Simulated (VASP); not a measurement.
# TmH (Fm-3m) in VASP: notebook

Runs on TmH. Level: PBE. Tasks: single point.

All numbers are computed with VASP 6.6.1; they aren't measurements. Logs are shortened: lines on timing, memory, paths and dates and some standing lists are left out, and cuts for length are marked.

**1. The cell of the first run**

Symmetry: Fm-3m, No. 225, cubic system. The conventional cell has a = 4.826 Å, b = 4.826 Å, c = 4.826 Å, α = 90.00°, β = 90.00°, γ = 90.00°. Tm (site symmetry m-3m) has 6 H at 2.41 Å within 3.2 Å. H (site symmetry m-3m) has 6 Tm at 2.41 Å within 3.2 Å.

The cell was generated, and may not be a known phase.

**2. Single point, PBE**

Contents of INCAR:

```
SYSTEM = TmH
PREC     = Accurate       ! precision mode
ENCUT    = 500            ! plane-wave cutoff, eV
EDIFF    = 1E-6           ! SCF threshold, eV
ISMEAR   = 0              ! smearing method
SIGMA    = 0.1            ! smearing width, eV
LREAL    = .FALSE.        ! projectors in reciprocal space
LASPH    = .TRUE.         ! aspherical terms in the spheres
NELM     = 200            ! most SCF steps
ALGO     = Normal         ! electronic algorithm
ISIF     = 2              ! what is computed and relaxed
LWAVE    = .FALSE.        ! write WAVECAR
LCHARG   = .FALSE.        ! write CHGCAR
GGA      = PE             ! functional
NBANDS   = 12             ! bands
GGA_COMPAT= .FALSE.      
LMAXMIX  = 6              ! l up to which the mixer works
```

Contents of KPOINTS:

```
Automatic mesh
0
G
  6 6 6
  0 0 0
```

Contents of POSCAR:

```
TmH
1.0
    0.0000000000      2.4129779991      2.4129779991
    2.4129779991      0.0000000000      2.4129779991
    2.4129779991      2.4129779991      0.0000000000
Tm H
1 1
Direct
    0.5000000000      0.5000000000      0.5000000000
    0.0000000000      0.0000000000      0.0000000000
```

Potentials or basis: VASP PAW PBE potentials, release 64 (Tm_3, H), 4f in core.

On the command line:

```
$ cat potpaw_PBE.64/Tm_3/POTCAR potpaw_PBE.64/H/POTCAR > POTCAR
$ mpirun -np 1 vasp_std > vasp.out
```

OUTCAR:

```text
SYSTEM = TmH
   PREC = Accurate
   ENCUT = 500
   EDIFF = 1E-6
   ISMEAR = 0
   LREAL = .FALSE.
   LASPH = .TRUE.
   NELM = 200
   ISIF = 2
   GGA = PE

 ion  position               nearest neighbor table
   1  0.500  0.500  0.500-
   2  0.000  0.000  0.000-

  LATTYP: Found a face centered cubic cell.
 ALAT       =     4.8259559982

  Lattice vectors:

 A1 = (   0.0000000000,   2.4129779991,   2.4129779991)
 A2 = (   2.4129779991,   0.0000000000,   2.4129779991)
 A3 = (   2.4129779991,   2.4129779991,   0.0000000000)

Analysis of symmetry for initial positions (statically):
=====================================================================
 Subroutine PRICEL returns:
 Original cell was already a primitive cell.

 Routine SETGRP: Setting up the symmetry group for a
 face centered cubic supercell.

 Subroutine GETGRP returns: Found 48 space group operations
 (whereof 48 operations were pure point group operations)
 out of a pool of 48 trial point group operations.

The static configuration has the point symmetry O_h .

Analysis of symmetry for dynamics (positions and initial velocities):
=====================================================================
 Subroutine PRICEL returns:
 Original cell was already a primitive cell.

 Routine SETGRP: Setting up the symmetry group for a
 face centered cubic supercell.

 Subroutine GETGRP returns: Found 48 space group operations
 (whereof 48 operations were pure point group operations)
 out of a pool of 48 trial point group operations.

The dynamic configuration has the point symmetry O_h .

 Subroutine INISYM returns: Found 48 space group operations
 (whereof 48 operations are pure point group operations),
 and found     1 'primitive' translations

----------------------------------------------------------------------------------------

                                     Primitive cell

  volume of cell :      28.0989

  direct lattice vectors                    reciprocal lattice vectors
     0.000000000  2.412977999  2.412977999    -0.207212830  0.207212830  0.207212830
     2.412977999  0.000000000  2.412977999     0.207212830 -0.207212830  0.207212830
     2.412977999  2.412977999  0.000000000     0.207212830  0.207212830 -0.207212830

  length of vectors
     3.412466212  3.412466212  3.412466212     0.358903150  0.358903150  0.358903150

  position of ions in fractional coordinates (direct lattice)
     0.500000000  0.500000000  0.500000000
     0.000000000  0.000000000  0.000000000

  ion indices of the primitive-cell ions
   primitive index   ion index
                 1           1
                 2           2

----------------------------------------------------------------------------------------

 KPOINTS: Automatic mesh

Automatic generation of k-mesh.
 Grid dimensions read from file:
 generate k-points for:    6    6    6

 Generating k-lattice:

  Cartesian coordinates                     Fractional coordinates (reciprocal lattice)
    -0.034535472  0.034535472  0.034535472     0.166666667  0.000000000  0.000000000
     0.034535472 -0.034535472  0.034535472     0.000000000  0.166666667  0.000000000
     0.034535472  0.034535472 -0.034535472     0.000000000  0.000000000  0.166666667

  Length of vectors
     0.059817192  0.059817192  0.059817192

  Shift w.r.t. Gamma in fractional coordinates (k-lattice)
     0.000000000  0.000000000  0.000000000

 Subroutine IBZKPT returns following result:
 ===========================================

 Found     16 irreducible k-points:

 Following reciprocal coordinates:
            Coordinates               Weight
  0.000000  0.000000  0.000000      1.000000
  0.166667  0.000000  0.000000      8.000000
  0.333333  0.000000  0.000000      8.000000
  0.500000  0.000000  0.000000      4.000000
  0.166667  0.166667  0.000000      6.000000
  0.333333  0.166667  0.000000     24.000000
[... 8 lines left out ...]
 -0.333333  0.333333  0.166667     24.000000
 -0.333333  0.500000  0.166667     12.000000
   k-points           NKPTS =     16   k-points in BZ     NKDIM =     16   number of bands    NBANDS=     12
   number of dos      NEDOS =    301   number of ions     NIONS =      2
   total plane-waves  NPLWV =  21952
   dimension x,y,z NGX =    28 NGY =   28 NGZ =   28
   dimension x,y,z NGXF=    56 NGYF=   56 NGZF=   56
   ions per type =               1   1
   NGX,Y,Z   is equivalent  to a cutoff of  13.64, 13.64, 13.64 a.u.
   NGXF,Y,Z  is equivalent  to a cutoff of  27.28, 27.28, 27.28 a.u.
 SYSTEM =  TmH
   PREC   = accura    normal or accurate (medium, high low for compatibility)
   ISTART =      0    job   : 0-new  1-cont  2-samecut
   ICHARG =      2    charge: 1-file 2-atom 10-const
   ISPIN  =      1    spin polarized calculation?
   LNONCOLLINEAR =      F non collinear calculations
   LSORBIT =      F    spin-orbit coupling
   LASPH  =      T    aspherical Exc in radial PAW
   ENCUT  =  500.0 eV  36.75 Ry    6.06 a.u.   6.22  6.22  6.22*2*pi/ulx,y,z
   NELM   =    200;   NELMIN=  2; NELMDL= -5     # of ELM steps
   EDIFF  = 0.1E-05   stopping-criterion for ELM
   LREAL  =      F    real-space projection
[... 7 lines left out ...]
   TEBEG  =    0.0;   TEEND  =   0.0 temperature during run
   PSTRESS=    0.0 pullay stress
   NELECT =      10.0000    total number of electrons
   NUPDOWN=      -1.0000    fix difference up-down
   EMIN   =  10.00;   EMAX   =-10.00  energy-range for DOS
   EFERMI =   0.00;   METHOD = LEGACY
   ISMEAR =     0;   SIGMA  =   0.10  broadening in eV -4-tet -1-fermi 0-gaus
   EFERMI_NEDOS =   21; number of points for ismear=-14 and -15
   IALGO  =     38    algorithm
   IMIX   =      4    mixing-type and parameters
     AMIX     =   0.40;   BMIX     =  1.00
     AMIX_MAG =   1.60;   BMIX_MAG =  1.00
  volume/ion in A,a.u.               =      14.05        94.81
  Fermi-wavevector in a.u.,A,eV,Ry     =   1.160143  2.192352 18.312509  1.345931
  Thomas-Fermi vector in A             =   2.296728
   LORBIT       =      0    0 simple, 1 ext, 2 COOP (PROOUT), +10 PAW based schemes
   GGA     = PE    functional components
   LHFCALC =     F    Hartree Fock is set to
   AEXX    =    0.0000 exact exchange contribution
   IVDW    =     0    specifies the selected vdW correction
   LEPSILON=     F    determine dielectric tensor
   LRPA    =     F    only Hartree local field effects (RPA)
 non-spin polarized calculation
 Gauss-broadening in eV      SIGMA  =   0.10
  energy-cutoff  :      500.00
  volume of cell :       28.10
 maximum number of plane-waves:       725
 NGX is ok and might be reduce to    28
   NGX = 13   NGY = 13   NGZ = 13

 number of electron      10.0000002 magnetization

 Free energy of the ion-electron system (eV)
  ---------------------------------------------------
  ext. energy  EPLUGINS =         0.00000000
  ---------------------------------------------------
  free energy    TOTEN  =        -8.54157773 eV

  energy without entropy =       -8.53830280  energy(sigma->0) =       -8.53994026

 E-fermi :   4.1573     XC(G=0): -10.6507

 val. band max:        3.6059893140   @ k =   0.5000   0.3333   0.1667
 cond. band min:       4.2390356517   @ k =  -0.3333   0.3333   0.1667
 fundamental gap:      0.6330463377
 Fermi energy:         4.1572860461

 k-point     1 :       0.0000    0.0000    0.0000
  band No.  band energies     occupation
      1     -20.9629      2.00000
      2     -20.9629      2.00000
      3     -20.9629      2.00000
      4      -4.6023      2.00000
      5       5.9034      0.00000
      6       5.9034      0.00000
      7       5.9034      0.00000
      8       8.3973      0.00000
      9       8.3973      0.00000
     10       9.9076      0.00000
     11      13.7215      0.00000
     12      15.7041      0.00000

 k-point     2 :       0.1667    0.0000    0.0000
  band No.  band energies     occupation
      1     -21.1643      2.00000
      2     -20.9864      2.00000
      3     -20.9864      2.00000
      4      -3.8787      2.00000
      5       4.8707      0.00000
      6       6.1531      0.00000
      7       6.1531      0.00000
      8       7.9890      0.00000
      9       7.9890      0.00000
     10       8.8289      0.00000
     11      15.4764      0.00000
     12      17.5104      0.00000

 k-point     3 :       0.3333    0.0000    0.0000
  band No.  band energies     occupation
      1     -21.5431      2.00000
      2     -21.0329      2.00000
      3     -21.0329      2.00000
      4      -2.1042      2.00000
      5       2.6620      2.00000
      6       5.6946      0.00000
      7       5.6946      0.00000
      8       8.8226      0.00000
      9       9.0586      0.00000
     10       9.0586      0.00000
     11      15.8108      0.00000
     12      19.8824      0.00000
[... 166 lines left out ...]
 k-point    15 :      -0.3333    0.3333    0.1667
  band No.  band energies     occupation
      1     -21.5406      2.00000
      2     -21.3453      2.00000
      3     -21.1654      2.00000
      4      -1.3529      2.00000
      5       2.8513      2.00000
      6       4.2390      0.24763
      7       6.5551      0.00000
      8       9.5549      0.00000
      9      10.7282      0.00000
     10      11.6139      0.00000
     11      13.2446      0.00000
     12      15.4776      0.00000

 k-point    16 :      -0.3333    0.5000    0.1667
  band No.  band energies     occupation
      1     -21.5422      2.00000
      2     -21.3320      2.00000
      3     -21.2387      2.00000
      4      -1.8401      2.00000
      5       3.2524      2.00000
      6       4.7479      0.00000
      7       6.8025      0.00000
      8      11.0882      0.00000
      9      11.7393      0.00000
     10      11.8923      0.00000
     11      12.0412      0.00000
     12      12.7059      0.00000

------------------------ aborting loop because EDIFF is reached ----------------------------------------

  FORCE on cell =-STRESS in cart. coord.  units (eV):
  Direction    XX          YY          ZZ          XY          YZ          ZX
  --------------------------------------------------------------------------------------
  -------------------------------------------------------------------------------------
  Total        0.1169129      0.1169129      0.1169129      0.0000000     -0.0000000      0.0000000
  in kB        6.6662710      6.6662710      6.6662710      0.0000000     -0.0000000      0.0000000
  external PRESSURE =       6.6662710 kB  Pullay stress =       0.0000000 kB

 VOLUME and BASIS-vectors are now :
 -----------------------------------------------------------------------------
  energy-cutoff  :      500.00
  volume of cell :       28.10
      direct lattice vectors                 reciprocal lattice vectors
     0.000000000  2.412977999  2.412977999    -0.207212830  0.207212830  0.207212830
     2.412977999  0.000000000  2.412977999     0.207212830 -0.207212830  0.207212830
     2.412977999  2.412977999  0.000000000     0.207212830  0.207212830 -0.207212830

 POSITION                                       TOTAL-FORCE (eV/Angst)
 -----------------------------------------------------------------------------------
      2.41298      2.41298      2.41298        -0.000000     -0.000000     -0.000000
      0.00000      0.00000      0.00000         0.000000      0.000000      0.000000
 -----------------------------------------------------------------------------------
    total drift:                                0.000000      0.000000      0.000000

  FREE ENERGIE OF THE ION-ELECTRON SYSTEM (eV)
  ---------------------------------------------------
  free  energy   TOTEN  =        -8.5415777268 eV

  energy  without entropy=       -8.5383027965  energy(sigma->0) =       -8.53994026
```

Run time: 15 s. Hardware: 1 thread of Intel Xeon Platinum 8259CL at 2.50GHz (Skylake/Cascade Lake), shared host; peak memory 0.16 GiB.

Results:

* Free energy: -8.5416 eV
* Pressure: 0.7 GPa
* Band gap on the k mesh: zero (bands 5 and 6 overlap by 2.30 eV)

Caveat: the k points lie up to 0.38 Å⁻¹ apart, too coarse for converged energies and pressures of a metal; spin-orbit coupling is left out, which moves the levels of the heavy elements; the 4f electrons are frozen in the core, so they carry no moment and show no levels. Spin polarisation is off, so any magnetic state and its effect on volume and gap are missing.

**3. Single point, PBE**

This run uses another cell than the first one, of 17.51 Å³/atom.

Contents of INCAR:

```
ALGO = Normal ; EDIFF = 1E-6
ENCUT = 500 ; GGA = PE
GGA_COMPAT = F ; ISIF = 2
ISMEAR = 0 ; LASPH = T
LCHARG = T ; LELF = T
LMAXMIX = 6 ; LREAL = F
LVHAR = T ; LWAVE = F
NBANDS = 12 ; NELM = 200
PREC = Accurate ; SIGMA = 0.1
```

Contents of KPOINTS:

```
k-points
0
Gamma
  6 6 6
```

Contents of POSCAR:

```
TmH
1.0
    0.0000000000      2.5968335100      2.5968335100
    2.5968335100      0.0000000000      2.5968335100
    2.5968335100      2.5968335100      0.0000000000
Tm H
1 1
Direct
    0.5000000000      0.5000000000      0.5000000000
    0.0000000000      0.0000000000      0.0000000000
```

Potentials or basis: VASP PAW PBE potentials, release 64 (Tm_3, H), 4f in core.

On the command line:

```
$ cat potpaw_PBE.64/Tm_3/POTCAR potpaw_PBE.64/H/POTCAR > POTCAR
$ mpirun -np 1 vasp_std > vasp.out
```

OUTCAR:

```text
EDIFF = 1E-6
   ENCUT = 500
   GGA = PE
   ISIF = 2
   ISMEAR = 0
   LASPH = T
   LREAL = F
   NELM = 200
   PREC = Accurate

 ion  position               nearest neighbor table
   1  0.500  0.500  0.500-
   2  0.000  0.000  0.000-

  LATTYP: Found a face centered cubic cell.
 ALAT       =     5.1936670200

  Lattice vectors:

 A1 = (   0.0000000000,   2.5968335100,   2.5968335100)
 A2 = (   2.5968335100,   0.0000000000,   2.5968335100)
 A3 = (   2.5968335100,   2.5968335100,   0.0000000000)

Analysis of symmetry for initial positions (statically):
=====================================================================
 Subroutine PRICEL returns:
 Original cell was already a primitive cell.

 Routine SETGRP: Setting up the symmetry group for a
 face centered cubic supercell.

 Subroutine GETGRP returns: Found 48 space group operations
 (whereof 48 operations were pure point group operations)
 out of a pool of 48 trial point group operations.

The static configuration has the point symmetry O_h .

[... 160 lines left out ...]
      1     -22.7758      2.00000
      2     -22.7758      2.00000
      3     -22.7758      2.00000
      4      -4.7849      2.00000
      5       4.6044      0.00000
      6       4.6044      0.00000
      7       4.6044      0.00000
      8       6.5197      0.00000
      9       6.5197      0.00000
     10       7.4465      0.00000
     11      11.8460      0.00000
     12      13.3055      0.00000
[... 211 lines left out ...]
 k-point    16 :      -0.3333    0.5000    0.1667
  band No.  band energies     occupation
      1     -23.0443      2.00000
      2     -22.9479      2.00000
      3     -22.9036      2.00000
      4      -2.1432      2.00000
      5       2.3703      2.00000
      6       3.2438      0.00002
      7       5.0903      0.00000
      8       8.5106      0.00000
      9       8.8040      0.00000
     10       9.1175      0.00000
     11       9.4007      0.00000
     12       9.6211      0.00000

------------------------ aborting loop because EDIFF is reached ----------------------------------------

  FORCE on cell =-STRESS in cart. coord.  units (eV):
  Direction    XX          YY          ZZ          XY          YZ          ZX
  --------------------------------------------------------------------------------------
  -------------------------------------------------------------------------------------
  Total       -2.2923430     -2.2923430     -2.2923430     -0.0000000     -0.0000000      0.0000000
  in kB     -104.8643490   -104.8643490   -104.8643490     -0.0000000     -0.0000000      0.0000000
  external PRESSURE =    -104.8643490 kB  Pullay stress =       0.0000000 kB

 VOLUME and BASIS-vectors are now :
 -----------------------------------------------------------------------------
  energy-cutoff  :      500.00
  volume of cell :       35.02
      direct lattice vectors                 reciprocal lattice vectors
     0.000000000  2.596833510  2.596833510    -0.192542186  0.192542186  0.192542186
     2.596833510  0.000000000  2.596833510     0.192542186 -0.192542186  0.192542186
     2.596833510  2.596833510  0.000000000     0.192542186  0.192542186 -0.192542186

 POSITION                                       TOTAL-FORCE (eV/Angst)
 -----------------------------------------------------------------------------------
      2.59683      2.59683      2.59683        -0.000000      0.000000     -0.000000
      0.00000      0.00000      0.00000         0.000000     -0.000000      0.000000
 -----------------------------------------------------------------------------------
    total drift:                                0.000000      0.000000      0.000000

  FREE ENERGIE OF THE ION-ELECTRON SYSTEM (eV)
  ---------------------------------------------------
  free  energy   TOTEN  =        -8.2868305902 eV

  energy  without entropy=       -8.2831495826  energy(sigma->0) =       -8.28499009
```

OSZICAR:

```text
N       E                     dE             d eps       ncg     rms          rms(c)
DAV:   1     0.154930773153E+02    0.15493E+02   -0.43649E+03   384   0.730E+02
DAV:   2    -0.770117489804E+01   -0.23194E+02   -0.22290E+02   392   0.172E+02
DAV:   3    -0.847249220070E+01   -0.77132E+00   -0.75299E+00   548   0.243E+01
DAV:   4    -0.848269382086E+01   -0.10202E-01   -0.10195E-01   540   0.228E+00
DAV:   5    -0.848277607839E+01   -0.82258E-04   -0.82251E-04   516   0.189E-01    0.131E+01
DAV:   6    -0.830357561480E+01    0.17920E+00   -0.18129E-01   568   0.275E+00    0.827E+00
DAV:   7    -0.829036971796E+01    0.13206E-01   -0.16098E-01   612   0.281E+00    0.148E+00
DAV:   8    -0.828676010153E+01    0.36096E-02   -0.20279E-02   564   0.966E-01    0.478E-02
DAV:   9    -0.828681952192E+01   -0.59420E-04   -0.71122E-04   420   0.168E-01    0.442E-02
DAV:  10    -0.828683369417E+01   -0.14172E-04   -0.65292E-05   548   0.505E-02    0.435E-02
DAV:  11    -0.828683044056E+01    0.32536E-05   -0.11737E-05   616   0.222E-02    0.385E-03
DAV:  12    -0.828683059022E+01   -0.14966E-06   -0.49150E-07   260   0.480E-03
   1 F= -.82868306E+01 E0= -.82849901E+01  d E =-.368101E-02
```

Run time: 15 s. Hardware: 1 thread of Intel Xeon Platinum 8259CL at 2.50GHz (Skylake/Cascade Lake), shared host; peak memory 0.16 GiB.

Results:

| Quantity | Value |
| --- | --- |
| Free energy | -8.2868 eV |
| Pressure | -10.5 GPa |
| Band gap on the k mesh | zero (bands 5 and 6 overlap by 1.94 eV) |

Caveat: the cell stands under tension; spin-orbit coupling is left out, which moves the levels of the heavy elements; the 4f electrons are frozen in the core, so they carry no moment and show no levels. Spin polarisation is off, so any magnetic state and its effect on volume and gap are missing.

The gap in the log of VASP goes by the Fermi energy; the results here count the filled bands.